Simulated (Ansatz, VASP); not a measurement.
BP: VASP beside Ansatz

INCAR

```
SYSTEM = BP
PREC = Accurate
ENCUT = 500
EDIFF = 1E-6
ISMEAR = 0
SIGMA = 0.01
LREAL = .False.
LASPH = .True.
NELM = 120
ALGO = Normal
ISIF = 2
LWAVE = .False.
LCHARG = .False.
GGA = PE
NBANDS = 11
GGA_COMPAT = .False.
```

File KPOINTS:

```
Automatic mesh
0
Gamma
  10 10 10
  0 0 0
```

Contents of POSCAR:

```
BP
1.0
    0.0000000000      2.2368543514      2.2368543514
    2.2368543514      0.0000000000      2.2368543514
    2.2368543514      2.2368543514      0.0000000000
B P
1 1
Direct
    0.0000000000      0.0000000000      0.0000000000
    0.2500000000      0.2500000000      0.2500000000
```

Input for Ansatz:

```yaml
crystal:
  lattice:
    - [0.0, 2.2368543514, 2.2368543514]
    - [2.2368543514, 0.0, 2.2368543514]
    - [2.2368543514, 2.2368543514, 0.0]
  atoms:
    - { symbol: B, position: [0.0, 0.0, 0.0] }
    - { symbol: P, position: [0.25, 0.25, 0.25] }
scf:
  occupations: { method: fixed }
output:
  forces: true
  stress: true
  eigenvalues: true
hamiltonian:
  xc: pbe
  pseudopotentials: { kind: nc }
kpoints:
  mp_grid: { grid: [10, 10, 10] }
```

Alike in both runs: task single point; functional PBE; k mesh 10 × 10 × 10; no spin polarisation.

|  | VASP | Ansatz |
| --- | --- | --- |
| version | VASP 6.6.1 | Ansatz 0.2.0 |
| potentials or method | VASP PAW PBE potentials, release 64 (B, P) | scalar-relativistic, plane waves, norm-conserving pseudopotentials |
| plane-wave cutoff (eV) | 500 | 1116 |
| occupations | gaussian, width 0.01 eV | fixed |
| valence electrons in the cell | 8 | 8 |

Ansatz gave:

| Property | Result |
| --- | --- |
| gap on the k mesh at the Fermi level (eV) | 1.19 |
| least direct gap on the mesh (eV) | 3.47 |
| pressure (GPa) | 8.8 |

Task: What did VASP give for the same quantities?

Result: gap on the k mesh at the Fermi level (eV): 1.18; least direct gap on the mesh (eV): 3.47; pressure (GPa): 8.6.
